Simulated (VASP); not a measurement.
# SiC (Cm) in VASP: a series of runs

SiC is run at these levels: PBE; tasks: single point.

Everything below comes from runs of VASP 6.6.1. Logs are shortened: lines on timing, memory, paths and dates and some standing lists are left out, and cuts for length are marked.

## 1. The cell of the first run

Symmetry: Cm, No. 8, monoclinic system. Conventional cell: a = 5.364 Å, b = 3.097 Å, c = 15.231 Å, α = 90.00°, β = 95.05°, γ = 90.00°. Within 2.5 Å of Si (site symmetry m) lie 4 C at 1.90 Å. Si (site symmetry m) has 4 C at 1.90 Å within 2.5 Å. Si (site symmetry m) has 4 C at 1.90 Å within 2.5 Å. Within 2.6 Å of Si (site symmetry m) lie 4 C at 1.90 Å and 1 Si at 2.57 Å. Within 2.5 Å of Si (site symmetry m) lie 4 C at 1.90 Å. Si (site symmetry m) has 4 C at 1.90 to 2.32 Å and 1 Si at 2.57 Å within 2.6 Å. Within 2.5 Å of C (site symmetry m) lie 4 Si at 1.90 Å. C (site symmetry m) has 4 Si at 1.90 Å within 2.5 Å.

## 2. Single point, PBE

INCAR

```
SYSTEM = SiC
PREC = Accurate
ENCUT = 520
EDIFF = 1E-6
ISMEAR = 0
SIGMA = 0.05
LREAL = .False.
LASPH = .True.
NELM = 80
ALGO = Normal
ISIF = 2
LWAVE = .False.
LCHARG = .False.
GGA = PE
NBANDS = 36
```

KPOINTS

```
Automatic mesh
0
Gamma
  10 10 2
  0 0 0
```

POSCAR

```
SiC
1.0
    2.1898640950     -2.1898640950      0.0000000000
    2.1898640950      0.0000000000     -2.1898640950
    9.8543884274      8.2119903562      8.2119903562
Si C
6 6
Direct
    0.9010500000     -0.0989500000      0.3958000000
    0.2760500000      0.2760500000      0.2291333333
    0.5260500000      0.5260500000      0.5624666667
    0.7760500000      0.7760500000      0.8958000000
    0.1510500000      0.1510500000      0.7291333333
    0.6510500000      0.6510500000      0.0624666667
    0.5573000000      0.5573000000      0.4374666667
   -0.0677000000     -0.0677000000      0.2708000000
    0.1823000000      0.1823000000      0.6041333333
    0.4323000000      0.4323000000      0.9374666667
   -0.1927000000     -0.1927000000      0.7708000000
    0.3073000000      0.3073000000      0.1041333333
```

Potentials or basis: VASP PAW PBE potentials, release 64 (Si, C).

Run with:

```sh
$ cat potpaw_PBE.64/Si/POTCAR potpaw_PBE.64/C/POTCAR > POTCAR
$ mpirun -np 1 vasp_std > vasp.out
```

OUTCAR:

```text
SYSTEM = SiC
   PREC = Accurate
   ENCUT = 520
   EDIFF = 1E-6
   ISMEAR = 0
   LREAL = .False.
   LASPH = .True.
   NELM = 80
   ISIF = 2
   GGA = PE

 ion  position               nearest neighbor table
   1  0.901  0.901  0.396-   8 1.90   7 1.90   7 1.90   7 1.90   3 3.10   2 3.10   3 3.10   3 3.10
                             2 3.10   2 3.10
   2  0.276  0.276  0.229-  12 1.90   8 1.90   8 1.90   8 1.90   6 3.10   6 3.10   6 3.10   1 3.10
                             1 3.10   1 3.10
   3  0.526  0.526  0.562-   9 1.90   9 1.90   9 1.90   7 1.90   5 3.10   5 3.10   5 3.10   1 3.10
                             1 3.10   1 3.10
   4  0.776  0.776  0.896-  11 1.90  10 1.90  10 1.90  10 1.90   6 2.57   5 3.10   5 3.10   5 3.10

   5  0.151  0.151  0.729-   9 1.90  11 1.90  11 1.90  11 1.90   3 3.10   3 3.10   3 3.10   4 3.10
                             4 3.10   4 3.10
   6  0.651  0.651  0.062-  12 1.90  12 1.90  12 1.90  10 2.32   4 2.57   2 3.10   2 3.10   2 3.10

   7  0.557  0.557  0.437-   3 1.90   1 1.90   1 1.90   1 1.90
   8  0.932  0.932  0.271-   1 1.90   2 1.90   2 1.90   2 1.90
   9  0.182  0.182  0.604-   3 1.90   3 1.90   3 1.90   5 1.90
  10  0.432  0.432  0.937-   4 1.90   4 1.90   4 1.90   6 2.32
  11  0.807  0.807  0.771-   4 1.90   5 1.90   5 1.90   5 1.90
  12  0.307  0.307  0.104-   6 1.90   6 1.90   6 1.90   2 1.90

  LATTYP: Found a base centered monoclinic cell.
 ALAT       =     5.3640496388
 B/A-ratio  =     0.5773502692
 C/A-ratio  =     2.8394541729
 COS(beta)  =    -0.0880450906

  Lattice vectors:

 A1 = (  -2.1898640950,   2.1898640950,   0.0000000000)
 A2 = (  -2.1898640950,   0.0000000000,   2.1898640950)
 A3 = (   9.8543884274,   8.2119903562,   8.2119903562)

Analysis of symmetry for initial positions (statically):
=====================================================================
 Subroutine PRICEL returns:
 Original cell was already a primitive cell.

 Routine SETGRP: Setting up the symmetry group for a
 base centered monoclinic supercell.

 Subroutine GETGRP returns: Found  2 space group operations
 (whereof  2 operations were pure point group operations)
 out of a pool of  4 trial point group operations.

The static configuration has the point symmetry C_1h.

Analysis of symmetry for dynamics (positions and initial velocities):
=====================================================================
 Subroutine PRICEL returns:
 Original cell was already a primitive cell.

 Routine SETGRP: Setting up the symmetry group for a
 base centered monoclinic supercell.

 Subroutine GETGRP returns: Found  2 space group operations
 (whereof  2 operations were pure point group operations)
 out of a pool of  4 trial point group operations.

The dynamic configuration has the point symmetry C_1h.

 Subroutine INISYM returns: Found  2 space group operations
 (whereof  2 operations are pure point group operations),
 and found     1 'primitive' translations

----------------------------------------------------------------------------------------

                                     Primitive cell

  volume of cell :     126.0180

  direct lattice vectors                    reciprocal lattice vectors
     2.189864095 -2.189864095  0.000000000     0.142702920 -0.313946423  0.142702920
     2.189864095  0.000000000 -2.189864095     0.142702920  0.142702920 -0.313946423
     9.854388427  8.211990356  8.211990356     0.038054112  0.038054112  0.038054112

  length of vectors
     3.096935503  3.096935503 15.230973130     0.373216563  0.373216563  0.065911655

  position of ions in fractional coordinates (direct lattice)
     0.901050000  0.901050000  0.395800000
     0.276050000  0.276050000  0.229133333
     0.526050000  0.526050000  0.562466667
     0.776050000  0.776050000  0.895800000
     0.151050000  0.151050000  0.729133333
     0.651050000  0.651050000  0.062466667
     0.557300000  0.557300000  0.437466667
     0.932300000  0.932300000  0.270800000
     0.182300000  0.182300000  0.604133333
     0.432300000  0.432300000  0.937466667
     0.807300000  0.807300000  0.770800000
     0.307300000  0.307300000  0.104133333

  ion indices of the primitive-cell ions
   primitive index   ion index
                 1           1
                 2           2
                 3           3
                 4           4
                 5           5
                 6           6
                 7           7
                 8           8
                 9           9
                10          10
                11          11
                12          12

----------------------------------------------------------------------------------------

 KPOINTS: Automatic mesh

Automatic generation of k-mesh.
 Grid dimensions read from file:
 generate k-points for:   10   10    2

 Generating k-lattice:

  Cartesian coordinates                     Fractional coordinates (reciprocal lattice)
     0.014270292 -0.031394642  0.014270292     0.100000000  0.000000000 -0.000000000
     0.014270292  0.014270292 -0.031394642     0.000000000  0.100000000  0.000000000
     0.019027056  0.019027056  0.019027056     0.000000000  0.000000000  0.500000000

  Length of vectors
     0.037321656  0.037321656  0.032955828

  Shift w.r.t. Gamma in fractional coordinates (k-lattice)
     0.000000000  0.000000000  0.000000000

 Subroutine IBZKPT returns following result:
 ===========================================

 Found     62 irreducible k-points:

 Following reciprocal coordinates:
            Coordinates               Weight
  0.000000  0.000000  0.000000      1.000000
  0.100000  0.000000  0.000000      4.000000
  0.200000  0.000000  0.000000      4.000000
  0.300000  0.000000  0.000000      4.000000
  0.400000  0.000000 -0.000000      4.000000
  0.500000  0.000000 -0.000000      2.000000
[... 16 lines left out ...]
  0.300000  0.300000 -0.000000      2.000000
  0.400000  0.300000 -0.000000      4.000000
 [... further k-points ...]
   k-points           NKPTS =     62   k-points in BZ     NKDIM =     62   number of bands    NBANDS=     36
   number of dos      NEDOS =    301   number of ions     NIONS =     12
   total plane-waves  NPLWV =  69120
   dimension x,y,z NGX =    24 NGY =   24 NGZ =  120
   dimension x,y,z NGXF=    48 NGYF=   48 NGZF=  240
   ions per type =               6   6
   NGX,Y,Z   is equivalent  to a cutoff of  12.88, 12.88, 13.10 a.u.
   NGXF,Y,Z  is equivalent  to a cutoff of  25.77, 25.77, 26.20 a.u.
 SYSTEM =  SiC
   PREC   = accura    normal or accurate (medium, high low for compatibility)
   ISTART =      0    job   : 0-new  1-cont  2-samecut
   ICHARG =      2    charge: 1-file 2-atom 10-const
   ISPIN  =      1    spin polarized calculation?
   LNONCOLLINEAR =      F non collinear calculations
   LSORBIT =      F    spin-orbit coupling
   LASPH  =      T    aspherical Exc in radial PAW
   ENCUT  =  520.0 eV  38.22 Ry    6.18 a.u.   5.76  5.76 28.32*2*pi/ulx,y,z
   NELM   =     80;   NELMIN=  2; NELMDL= -5     # of ELM steps
   EDIFF  = 0.1E-05   stopping-criterion for ELM
   LREAL  =      F    real-space projection
   EDIFFG = 0.1E-04   stopping-criterion for IOM
   NSW    =      0    number of steps for IOM
   IBRION =     -1    ionic relax: 0-MD 1-quasi-New 2-CG
   NFREE  =      0    steps in history (QN), initial steepest desc. (CG)
   ISIF   =      2    stress and relaxation
   ISYM   =      2    0-nonsym 1-usesym 2-fastsym
   POTIM  = 0.5000    time-step for ionic-motion
   TEBEG  =    0.0;   TEEND  =   0.0 temperature during run
   PSTRESS=    0.0 pullay stress
   NELECT =      48.0000    total number of electrons
   NUPDOWN=      -1.0000    fix difference up-down
   EMIN   =  10.00;   EMAX   =-10.00  energy-range for DOS
   EFERMI =   0.00;   METHOD = LEGACY
   ISMEAR =     0;   SIGMA  =   0.05  broadening in eV -4-tet -1-fermi 0-gaus
   EFERMI_NEDOS =   21; number of points for ismear=-14 and -15
   IALGO  =     38    algorithm
   IMIX   =      4    mixing-type and parameters
     AMIX     =   0.40;   BMIX     =  1.00
     AMIX_MAG =   1.60;   BMIX_MAG =  1.00
  volume/ion in A,a.u.               =      10.50        70.87
  Fermi-wavevector in a.u.,A,eV,Ry     =   1.186709  2.242555 19.160797  1.408279
  Thomas-Fermi vector in A             =   2.322876
   LORBIT       =      0    0 simple, 1 ext, 2 COOP (PROOUT), +10 PAW based schemes
   GGA     = PE    functional components
   LHFCALC =     F    Hartree Fock is set to
   AEXX    =    0.0000 exact exchange contribution
   IVDW    =     0    specifies the selected vdW correction
   LEPSILON=     F    determine dielectric tensor
   LRPA    =     F    only Hartree local field effects (RPA)
 non-spin polarized calculation
 Gauss-broadening in eV      SIGMA  =   0.05
  energy-cutoff  :      520.00
  volume of cell :      126.02
 maximum number of plane-waves:      3416
   NGX = 11   NGY = 11   NGZ = 57

 number of electron      48.0000002 magnetization

 Free energy of the ion-electron system (eV)
  ---------------------------------------------------
  ext. energy  EPLUGINS =         0.00000000
  ---------------------------------------------------
  free energy    TOTEN  =       -87.89699486 eV

  energy without entropy =      -87.89699433  energy(sigma->0) =      -87.89699460

 E-fermi :   8.5865     XC(G=0): -11.3161

 val. band max:        8.4543003821   @ k =  -0.1000   0.1000   0.0000
 cond. band min:       8.7185940953   @ k =   0.5000   0.0000  -0.0000
 fundamental gap:      0.2642937132
 Fermi energy:         8.5865433489

 k-point     1 :       0.0000    0.0000    0.0000
  band No.  band energies     occupation
      1      -7.3832      2.00000
      2      -6.8394      2.00000
      3      -6.7325      2.00000
      4      -5.3352      2.00000
      5      -5.2330      2.00000
      6      -3.7949      2.00000
[... 28 lines left out ...]
     35      15.2899      0.00000
     36      15.3971      0.00000
[... 866 lines left out ...]
      6      -2.2918      2.00000
[... 28 lines left out ...]
     35      15.3751      0.00000
     36      15.8172      0.00000

 [... further k-points ...]

------------------------ aborting loop because EDIFF is reached ----------------------------------------

  FORCE on cell =-STRESS in cart. coord.  units (eV):
  Direction    XX          YY          ZZ          XY          YZ          ZX
  --------------------------------------------------------------------------------------
  -------------------------------------------------------------------------------------
  Total       -6.9639855      3.5876196      3.5876196      1.2183895      5.3050671      1.2183891
  in kB      -88.5392229     45.6125373     45.6125373     15.4904483     67.4479454     15.4904435
  external PRESSURE =       0.8952839 kB  Pullay stress =       0.0000000 kB

 VOLUME and BASIS-vectors are now :
 -----------------------------------------------------------------------------
  energy-cutoff  :      520.00
  volume of cell :      126.02
      direct lattice vectors                 reciprocal lattice vectors
     2.189864095 -2.189864095  0.000000000     0.142702920 -0.313946423  0.142702920
     2.189864095  0.000000000 -2.189864095     0.142702920  0.142702920 -0.313946423
     9.854388427  8.211990356  8.211990356     0.038054112  0.038054112  0.038054112

 POSITION                                       TOTAL-FORCE (eV/Angst)
 -----------------------------------------------------------------------------------
      7.84672      1.27713      1.27713         0.022373      0.069280      0.069280
      3.46699      1.27713      1.27713         0.047736      0.382383      0.382383
      7.84672      3.46699      3.46699         0.045784      0.061639      0.061639
     12.22645      5.65686      5.65686        -0.170817     -0.250876     -0.250876
      7.84672      5.65686      5.65686         0.036153      0.083310      0.083310
      3.46699     -0.91274     -0.91274        -1.287178      0.605613      0.605613
      6.75179      2.37206      2.37206        -0.051887     -0.056984     -0.056984
      6.75179      0.18220      0.18220        -0.053638     -0.023703     -0.023703
      6.75179      4.56192      4.56192        -0.024347     -0.079793     -0.079793
     11.13152      6.75179      6.75179         1.200583     -1.343518     -1.343518
     11.13152      4.56192      4.56192         0.093405     -0.249082     -0.249082
      2.37206      0.18220      0.18220         0.141835      0.801730      0.801730
 -----------------------------------------------------------------------------------
    total drift:                               -0.000897     -0.000018     -0.000018

  FREE ENERGIE OF THE ION-ELECTRON SYSTEM (eV)
  ---------------------------------------------------
  free  energy   TOTEN  =       -87.8969948633 eV

  energy  without entropy=      -87.8969943341  energy(sigma->0) =      -87.89699460
```

Wall time 2.1 min (1 thread of Intel Xeon 6975P-C (Granite Rapids), shared host); peak memory 0.37 GiB.

What came out:

```yaml
Free_energy: -87.8970 eV
Pressure: 0.1 GPa
Largest_force: 2.248 eV/Å
Band_gap_on_the_k_mesh: 0.26 eV (least direct gap 0.64 eV)
```

Forces in eV/Å, atoms in the order of the input:
```
Si   0.022  0.069  0.069
Si   0.048  0.382  0.382
Si   0.046  0.062  0.062
Si  -0.171 -0.251 -0.251
Si   0.036  0.083  0.083
Si  -1.287  0.606  0.606
C   -0.052 -0.057 -0.057
C   -0.054 -0.024 -0.024
C   -0.024 -0.080 -0.080
C    1.201 -1.344 -1.344
C    0.093 -0.249 -0.249
C    0.142  0.802  0.802
```

Caveat: forces of over 1 eV/Å act on the atoms, so gaps and moduli don't describe the material at rest. A k mesh can miss the band edges.

## 3. Single point, PBE

INCAR

```
  PREC = Accurate
  ENCUT = 520
  EDIFF = 1E-6
  ISMEAR = 0
  SIGMA = 0.05
  LREAL = False
  LASPH = True
  NELM = 60
  ALGO = Normal
  ISIF = 2
  LWAVE = False
  LCHARG = False
  GGA = PE
  NBANDS = 36
```

KPOINTS

```
regular mesh
0
Gamma
  10 10 2
```

POSCAR

```
SiC
1.0
    2.1898640950     -2.1898640950      0.0000000000
    2.1898640950      0.0000000000     -2.1898640950
   10.5844891167      7.8469400115      7.8469400115
Si C
6 6
Direct
    0.8350701400     -0.1649298600      0.3958000000
    0.2378534733      0.2378534733      0.2291333333
    0.4322868067      0.4322868067      0.5624666667
    0.6267201400      0.6267201400      0.8958000000
    0.0295034733      0.0295034733      0.7291333333
    0.6406368067      0.6406368067      0.0624666667
    0.4843743067      0.4843743067      0.4374666667
   -0.1128423600     -0.1128423600      0.2708000000
    0.0815909733      0.0815909733      0.6041333333
    0.2760243067      0.2760243067      0.9374666667
   -0.3211923600     -0.3211923600      0.7708000000
    0.2899409733      0.2899409733      0.1041333333
```

Potentials or basis: VASP PAW PBE potentials, release 64 (Si, C).

Run with:

```sh
$ cat potpaw_PBE.64/Si/POTCAR potpaw_PBE.64/C/POTCAR > POTCAR
$ mpirun -np 1 vasp_std > vasp.out
```

It took 2.1 min on 1 thread of Intel Xeon 6975P-C (Granite Rapids), shared host; peak memory 0.36 GiB.

It converged, with:

| Quantity | Value |
| --- | --- |
| Free energy | -87.7666 eV |
| Pressure | -0.2 GPa |
| Largest force | 1.542 eV/Å |
| Band gap on the k mesh | 0.57 eV (least direct gap 1.19 eV) |

Forces on the atoms (eV/Å):
```
Si   0.066  0.043  0.043
Si   0.538  0.160  0.160
Si   0.058  0.047  0.047
Si  -0.376 -0.065 -0.065
Si   0.073  0.057  0.057
Si   0.424 -0.279 -0.279
C   -0.050 -0.053 -0.053
C   -0.045 -0.030 -0.030
C   -0.074 -0.046 -0.046
C   -1.542  0.001  0.001
C   -0.232 -0.098 -0.098
C    1.158  0.263  0.263
```

Stress tensor (GPa, compression positive):
```
 7.27  4.18  4.18
 4.18 -3.92  1.72
 4.18  1.72 -3.92
```

Levels at points of the mesh, in eV from the valence-band top:
```csv
k point,band 20,band 21,band 22,band 23,band 24,band 25,band 26,band 27,band 28,band 29
"(0.00, 0.00, 0.00)",-0.59,-0.56,-0.42,-0.40,-0.05,3.69,4.96,5.21,5.48,5.79
"(0.50, 0.00, 0.00)",-2.68,-2.30,-1.89,-1.59,-0.73,0.63,1.67,2.04,3.18,3.68
"(0.50, 0.50, 0.00)",-2.24,-2.14,-1.94,-1.47,-0.83,0.87,1.33,2.12,3.23,3.93
"(0.00, 0.00, 0.50)",-0.74,-0.72,-0.54,-0.37,-0.33,3.73,4.97,5.19,5.52,5.70
"(0.50, 0.00, 0.50)",-2.34,-2.12,-1.86,-1.52,-0.63,0.62,1.31,2.36,2.92,4.06
"(0.50, 0.50, 0.50)",-2.72,-2.54,-1.79,-1.60,-0.63,0.57,1.59,2.29,2.95,3.89
```

Caveat: forces of over 1 eV/Å act on the atoms, so gaps and moduli don't describe the material at rest. A k mesh can miss the band edges.

## 4. Single point, PBE

INCAR

```
PREC = Accurate
ENCUT = 520
EDIFF = 1E-6
ISMEAR = 0
SIGMA = 0.05
LREAL = False
LASPH = True
NELM = 60
ALGO = Normal
ISIF = 2
LWAVE = False
LCHARG = True
GGA = PE
LELF = True
LVHAR = True
NBANDS = 36
```

KPOINTS

```
Automatic mesh
0
Gamma
  10 10 2
```

POSCAR

```
SiC
1.0
    2.1898640950     -2.1898640950      0.0000000000
    2.1898640950      0.0000000000     -2.1898640950
   11.3141518331      7.4821086533      7.4821086533
Si C
6 6
Direct
    0.7691298600     -0.2308701400      0.3958000000
    0.1996798600      0.1996798600      0.2291333333
    0.3385798600      0.3385798600      0.5624666667
    0.4774798600      0.4774798600      0.8958000000
   -0.0919701400     -0.0919701400      0.7291333333
    0.6302298600      0.6302298600      0.0624666667
    0.4114923600      0.4114923600      0.4374666667
   -0.1579576400     -0.1579576400      0.2708000000
   -0.0190576400     -0.0190576400      0.6041333333
    0.1198423600      0.1198423600      0.9374666667
   -0.4496076400     -0.4496076400      0.7708000000
    0.2725923600      0.2725923600      0.1041333333
```

Run with:

```sh
$ cat potpaw_PBE.64/Si/POTCAR potpaw_PBE.64/C/POTCAR > POTCAR
$ mpirun -np 1 vasp_std > vasp.out
```

It took 2.5 min on 1 thread of Intel Xeon 6975P-C (Granite Rapids), shared host; peak memory 0.37 GiB.

The run converged. Its results:

```yaml
Free_energy: -88.5514 eV
Pressure: -2.0 GPa
Largest_force: 0.752 eV/Å
Band_gap_on_the_k_mesh: 0.87 eV (least direct gap 1.78 eV)
```

Forces on the atoms (eV/Å):
```
Si   0.057  0.057  0.057
Si   0.219  0.053  0.053
Si   0.051  0.051  0.051
Si  -0.227  0.101  0.101
Si   0.044  0.055  0.055
Si  -0.751 -0.007 -0.007
C   -0.050 -0.053 -0.053
C   -0.050 -0.037 -0.037
C   -0.050 -0.058 -0.058
C    0.287 -0.066 -0.066
C   -0.057 -0.106 -0.106
C    0.527  0.010  0.010
```

Stress tensor (GPa, compression positive):
```
 0.17  1.12  1.12
 1.12 -3.05  2.81
 1.12  2.81 -3.05
```

Levels at points of the mesh, in eV from the valence-band top:
```tsv
k point	band 21	band 22	band 23	band 24	band 25	band 26	band 27	band 28
(0.00, 0.00, 0.00)	-0.55	-0.35	-0.24	0.00	4.70	4.95	5.23	5.39
(0.50, 0.00, 0.00)	-2.12	-2.02	-1.42	-1.33	1.33	1.89	2.21	2.96
(0.50, 0.50, 0.00)	-2.05	-2.00	-1.66	-1.38	1.53	1.82	2.18	3.42
(0.00, 0.00, 0.50)	-0.54	-0.45	-0.33	-0.26	4.80	4.98	5.15	5.53
(0.50, 0.00, 0.50)	-1.87	-1.74	-1.51	-1.21	1.40	1.46	2.42	3.18
(0.50, 0.50, 0.50)	-2.57	-1.68	-1.51	-1.27	1.29	1.80	2.56	3.10
```

(Part 1 of 2 ends here.)
